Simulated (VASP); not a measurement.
# BaTiO3 (P4mm) in VASP: further runs, part 3 of 3

VASP 6.6.1. The steps go on from the part before.

**4. Relaxation of cell and atoms, PBE+U**

Input file INCAR:

```
  ALGO = Normal
  EDIFF = 1E-6
  EDIFFG = -0.01
  ENCUT = 600
  GGA = PE
  IBRION = 2
  ISIF = 3
  ISMEAR = -1
  LASPH = T
  LCHARG = F
  LDAU = T
  LDAUJ = 0 0 0
  LDAUL = -1 2 -1
  LDAUPRINT = 1
  LDAUTYPE = 2
  LDAUU = 0 1 0
  LMAXMIX = 4
  LREAL = F
  LWAVE = F
  NELM = 150
  NSW = 60
  PREC = Accurate
  SIGMA = 0.05
```

Input file KPOINTS:

```
k-points
0
Gamma
  7 7 7
```

Input file POSCAR:

```
BaTiO3
1.0
    3.9998000000      0.0000000000      0.0000000000
    0.0000000000      3.9998000000      0.0000000000
    0.0000000000      0.0000000000      4.0180000000
Ba Ti O
1 1 3
Direct
    0.0000000000      0.0000000000      0.0000000000
    0.5000000000      0.5000000000      0.4900000000
    0.0000000000      0.5000000000      0.5170000000
    0.5000000000      0.0000000000      0.5170000000
    0.5000000000      0.5000000000      0.0190000000
```

Potentials or basis: VASP PAW PBE potentials, release 64 (Ba_sv, Ti_sv, O).

Command:

```
> cat potpaw_PBE.64/Ba_sv/POTCAR potpaw_PBE.64/Ti_sv/POTCAR potpaw_PBE.64/O/POTCAR > POTCAR
> mpirun -np 1 vasp_std > vasp.out
```

OUTCAR:

```text
EDIFF = 1E-6
   EDIFFG = -0.01
   ENCUT = 600
   GGA = PE
   IBRION = 2
   ISIF = 3
   ISMEAR = -1
   LASPH = T
   LREAL = F
   NELM = 150
   NSW = 60
   PREC = Accurate

 ion  position               nearest neighbor table
   1  0.000  0.000  0.000-   3 2.79   4 2.79   3 2.79   4 2.79   5 2.83   5 2.83   5 2.83   5 2.83
                             4 2.88   3 2.88   4 2.88   3 2.88   2 3.45   2 3.45   2 3.45   2 3.45
   2  0.500  0.500  0.490-   5 1.89   4 2.00   3 2.00   4 2.00   3 2.00   5 2.13   1 3.45   1 3.45
                             1 3.45   1 3.45   1 3.49   1 3.49   1 3.49   1 3.49
   3  0.000  0.500  0.517-   2 2.00   2 2.00   1 2.79   1 2.79   1 2.88   1 2.88
   4  0.500  0.000  0.517-   2 2.00   2 2.00   1 2.79   1 2.79   1 2.88   1 2.88
   5  0.500  0.500  0.019-   2 1.89   2 2.13   1 2.83   1 2.83   1 2.83   1 2.83

  LATTYP: Found a simple tetragonal cell.
 ALAT       =     3.9998000000
 C/A-ratio  =     1.0045502275

  Lattice vectors:

 A1 = (   3.9998000000,   0.0000000000,   0.0000000000)
 A2 = (   0.0000000000,   3.9998000000,   0.0000000000)
 A3 = (   0.0000000000,   0.0000000000,   4.0180000000)

Analysis of symmetry for initial positions (statically):
=====================================================================
 Subroutine PRICEL returns:
 Original cell was already a primitive cell.

 Routine SETGRP: Setting up the symmetry group for a
 simple tetragonal supercell.

 Subroutine GETGRP returns: Found  8 space group operations
 (whereof  8 operations were pure point group operations)
 out of a pool of 16 trial point group operations.

The static configuration has the point symmetry C_4v.

Analysis of symmetry for dynamics (positions and initial velocities):
=====================================================================
[... 375 lines left out ...]

spin component  2

  0.1154 -0.0000 -0.0000  0.0000 -0.0000
 -0.0000  0.1292 -0.0000 -0.0000 -0.0000
 -0.0000 -0.0000  0.2540 -0.0000  0.0000
  0.0000 -0.0000 -0.0000  0.1292  0.0000
 -0.0000 -0.0000  0.0000  0.0000  0.2368

 occupancies and eigenvectors

  o =  0.1154  v =  1.0000  0.0000  0.0000  0.0000  0.0000  0.0000  0.0000  0.0000  0.0000  0.0000      0.0000  0.0000  0.0000  0.0000  0.0000  0.0000  0.0000  0.0000  0.0000  0.0000
  o =  0.1154  v =  0.0000  0.0000  0.0000  0.0000  0.0000  1.0000  0.0000  0.0000  0.0000  0.0000      0.0000  0.0000  0.0000  0.0000  0.0000  0.0000  0.0000  0.0000  0.0000  0.0000
  o =  0.1292  v =  0.0000  0.8860 -0.0000  0.4638 -0.0000  0.0000  0.0000  0.0000  0.0000  0.0000      0.0000  0.0000  0.0000  0.0000  0.0000  0.0000  0.0000  0.0000  0.0000  0.0000
  o =  0.1292  v =  0.0000  0.0000  0.0000  0.0000  0.0000  0.0000  0.8860 -0.0000  0.4638 -0.0000      0.0000  0.0000  0.0000  0.0000  0.0000  0.0000  0.0000  0.0000  0.0000  0.0000
  o =  0.1292  v =  0.0000 -0.4638  0.0000  0.8860  0.0000  0.0000  0.0000  0.0000  0.0000  0.0000      0.0000  0.0000  0.0000  0.0000  0.0000  0.0000  0.0000  0.0000  0.0000  0.0000
  o =  0.1292  v =  0.0000  0.0000  0.0000  0.0000  0.0000  0.0000 -0.4638  0.0000  0.8860  0.0000      0.0000  0.0000  0.0000  0.0000  0.0000  0.0000  0.0000  0.0000  0.0000  0.0000
  o =  0.2368  v =  0.0000  0.0000  0.0000  0.0000  0.0000  0.0000  0.0000  0.0000 -0.0000  1.0000      0.0000  0.0000  0.0000  0.0000  0.0000  0.0000  0.0000  0.0000  0.0000  0.0000
  o =  0.2368  v =  0.0000  0.0000  0.0000 -0.0000  1.0000  0.0000  0.0000  0.0000  0.0000  0.0000      0.0000  0.0000  0.0000  0.0000  0.0000  0.0000  0.0000  0.0000  0.0000  0.0000
  o =  0.2540  v =  0.0000 -0.0000 -1.0000  0.0000  0.0000  0.0000  0.0000  0.0000  0.0000  0.0000      0.0000  0.0000  0.0000  0.0000  0.0000  0.0000  0.0000  0.0000  0.0000  0.0000
  o =  0.2540  v =  0.0000  0.0000  0.0000  0.0000  0.0000  0.0000 -0.0000 -1.0000  0.0000  0.0000      0.0000  0.0000  0.0000  0.0000  0.0000  0.0000  0.0000  0.0000  0.0000  0.0000

--------------------------------------- Ionic step       15  -------------------------------------------

 number of electron      39.9999999 magnetization

 Free energy of the ion-electron system (eV)
  ---------------------------------------------------
  ext. energy  EPLUGINS =         0.00000000
  ---------------------------------------------------
  free energy    TOTEN  =       -39.33765948 eV

  energy without entropy =      -39.33765948  energy(sigma->0) =      -39.33765948

 E-fermi :   4.6227     XC(G=0): -10.9941

 val. band max:        3.5699507387   @ k =   0.4286   0.4286   0.4286
 cond. band min:       5.5347987509   @ k =   0.0000   0.0000   0.0000
 fundamental gap:      1.9648480122
 Fermi energy:         4.6226543916

 k-point     1 :       0.0000    0.0000    0.0000
  band No.  band energies     occupation
      1     -53.3062      2.00000
      2     -29.5882      2.00000
      3     -29.4879      2.00000
      4     -29.4879      2.00000
      5     -21.4702      2.00000
      6     -13.2878      2.00000
[... 637 lines left out ...]
     23       7.2308      0.00000
     24       8.2234      0.00000

 [... further k-points ...]

------------------------ aborting loop because EDIFF is reached ----------------------------------------

  FORCE on cell =-STRESS in cart. coord.  units (eV):
  Direction    XX          YY          ZZ          XY          YZ          ZX
  --------------------------------------------------------------------------------------
  -------------------------------------------------------------------------------------
  Total       -0.0253629     -0.0253629     -0.0452793      0.0000000      0.0000000      0.0000000
  in kB       -0.6044721     -0.6044721     -1.0791392      0.0000000      0.0000000      0.0000000
  external PRESSURE =      -0.7626944 kB  Pullay stress =       0.0000000 kB
[... 20 lines left out ...]
  FREE ENERGIE OF THE ION-ELECTRON SYSTEM (eV)
  ---------------------------------------------------
  free  energy   TOTEN  =       -39.3376594764 eV

  energy  without entropy=      -39.3376594761  energy(sigma->0) =      -39.33765948

 reached required accuracy - stopping structural energy minimisation
```

OSZICAR:

```text
N       E                     dE             d eps       ncg     rms          rms(c)
DAV:   1     0.490305267542E+03    0.49031E+03   -0.23349E+04  1920   0.201E+03
DAV:   2     0.235237116418E+01   -0.48795E+03   -0.47975E+03  2320   0.522E+02
DAV:   3    -0.481052679443E+02   -0.50458E+02   -0.49644E+02  2792   0.156E+02
[... 136 lines left out ...]
DAV:   1    -0.393376811060E+02   -0.68662E-04   -0.16487E-02  2408   0.192E+00    0.105E-01
DAV:   2    -0.393376787425E+02    0.23635E-05   -0.17681E-03  1968   0.317E-01    0.444E-02
DAV:   3    -0.393376589442E+02    0.19798E-04   -0.17409E-04  2960   0.888E-02    0.117E-02
DAV:   4    -0.393376590971E+02   -0.15294E-06   -0.26881E-05  2888   0.313E-02    0.882E-03
DAV:   5    -0.393376594764E+02   -0.37930E-06   -0.30248E-06  2024   0.158E-02
  15 F= -.39337659E+02 E0= -.39337659E+02  d E =-.485631E-04
```

CONTCAR:

```text
BaTiO3
   1.00000000000000
     4.0114309718190864    0.0000000000000000    0.0000000000000000
     0.0000000000000000    4.0114309718190864    0.0000000000000000
     0.0000000000000000   -0.0000000000000000    4.1776712852619093
  Ba              Ti              O
     1     1     3
Direct
     0.0000000000000000    0.0000000000000000    0.9940394180928507
     0.5000000000000000    0.5000000000000000    0.4765335601814817
     0.0000000000000000    0.5000000000000000    0.5182955073874920
     0.5000000000000000    0.0000000000000000    0.5182955073874920
     0.5000000000000000    0.5000000000000000    0.0358360069506901

  0.00000000E+00  0.00000000E+00  0.00000000E+00
  0.00000000E+00  0.00000000E+00  0.00000000E+00
  0.00000000E+00  0.00000000E+00  0.00000000E+00
  0.00000000E+00  0.00000000E+00  0.00000000E+00
  0.00000000E+00  0.00000000E+00  0.00000000E+00
```

It took 5.6 min on 1 thread of Intel Xeon Platinum 8488C (Sapphire Rapids), shared host; peak memory 0.24 GiB.

Results:

```
Free energy                           : -39.3377 eV
Relaxed volume                        : 13.45 Å³/atom
Relaxed cell                          : a = 4.011 Å, b = 4.011 Å, c = 4.178 Å, α = 90.00°, β = 90.00°, γ = 90.00°
Space group after relaxing (to 0.1 Å) : P4mm (No. 99)
Energy gained by relaxing             : 9.1 meV/atom
Ionic steps                           : 15
Pressure after relaxing               : -0.1 GPa
Largest force after relaxing          : 0.009 eV/Å
Band gap on the k mesh                : 1.96 eV (least direct gap 2.38 eV)
```

Forces in eV/Å, atoms in the order of the input:
```
Ba   0.000  0.000  0.001
Ti   0.000  0.000  0.009
O    0.000  0.000 -0.009
O    0.000  0.000 -0.009
O    0.000  0.000  0.007
```

The path:
| step | energy change (eV) | largest force (eV/Å) | pressure (GPa) | volume (Å³) |
| --- | --- | --- | --- | --- |
| 1 | 0.0000 | 0.1420 | 4.84 | 64.28 |
| 2 | -0.0083 | 0.4105 | -3.98 | 67.97 |
| 3 | -0.0295 | 0.2871 | -0.17 | 66.23 |
| 4 | -0.0343 | 0.1737 | -0.05 | 66.31 |
| 5 | -0.0376 | 0.0964 | 0.27 | 66.44 |
| 6 | -0.0409 | 0.0933 | -0.15 | 66.78 |
| 7 | -0.0422 | 0.1127 | -0.55 | 67.17 |
| 8 | -0.0433 | 0.1169 | 0.82 | 66.80 |
| 9 | -0.0438 | 0.1150 | 0.34 | 66.93 |
| 10 | -0.0452 | 0.0696 | 0.05 | 67.12 |
| 11 | -0.0453 | 0.0707 | -0.06 | 67.19 |
| 12 | -0.0457 | 0.0407 | 0.08 | 67.18 |
| 13 | -0.0457 | 0.0402 | 0.08 | 67.18 |
| 14 | -0.0457 | 0.0274 | -0.07 | 67.27 |
| 15 | -0.0457 | 0.0087 | -0.08 | 67.23 |

Final structure:
```xyz
5
Lattice="4.0114 0.0000 0.0000 0.0000 4.0114 0.0000 0.0000 0.0000 4.1777" Properties=species:S:1:pos:R:3 pbc="T T T"
Ba    0.0000    0.0000    4.1528
Ti    2.0057    2.0057    1.9908
O     0.0000    2.0057    2.1653
O     2.0057    0.0000    2.1653
O     2.0057    2.0057    0.1497
```

Levels at points of the mesh, in eV from the valence-band top:
| k point | band 17 | band 18 | band 19 | band 20 | band 21 | band 22 | band 23 | band 24 |
| --- | --- | --- | --- | --- | --- | --- | --- | --- |
| (0.00, 0.00, 0.00) | -1.14 | -0.67 | -0.41 | -0.41 | 1.96 | 2.44 | 2.44 | 3.99 |

Eigenvalues of the final occupation matrices:
```csv
site,spin,trace,eigenvalues
site 2 d,1,0.86,0.12 0.13 0.13 0.24 0.25
site 2 d,2,0.86,0.12 0.13 0.13 0.24 0.25
```

Caveat: spin-orbit coupling is left out, which moves the levels of the heavy elements; an odd mesh through Γ misses points on the zone boundary, where band edges can lie. PBE usually gives volumes a little too large and moduli too small.

**5. Overview**

| task | level | potentials or basis | U | cell | cutoff (eV) | gap on the mesh (eV) | pressure (GPa) | largest force (eV/Å) |
| --- | --- | --- | --- | --- | --- | --- | --- | --- |
| single point | PBE+D3(BJ) | VASP PAW PBE potentials, release 64 (Ba_sv, Ti_sv, O_h) | - | a = 4.000, b = 4.000, c = 4.018 Å, 5 atoms | 910 | 1.87 | 0.5 | 0.29 |
| single point | revPBE | VASP PAW PBE potentials, release 64 (Ba_sv, Ti_sv, O_h) | - | a = 4.052, b = 4.052, c = 4.071 Å, 5 atoms | 910 | 1.81 | 0.4 | 0.52 |
| relaxation of cell and atoms | PBE+U | VASP PAW PBE potentials, release 64 (Ba_sv, Ti_sv, O) | Ti d U = 1.0 eV | relaxed from a = 4.000, b = 4.000, c = 4.018 Å, 5 atoms | 600 | 1.96 | -0.1 | 0.01 |

Alike in all rows: no spin polarisation; k mesh 7 × 7 × 7; smearing fermi-dirac 0.05 eV.

Caveats: spin-orbit coupling is left out, which moves the levels of the heavy elements; an odd mesh through Γ misses points on the zone boundary, where band edges can lie; the cutoff is under 1.25 times the usual one of these potentials, so pressure, stress and relaxed cells hold a basis-set (Pulay) error (at least some runs); the PAW data sets were made with another functional, which shifts forces and pressure a little (at least some runs).

Absolute energies hang on the potentials; compare differences alone.
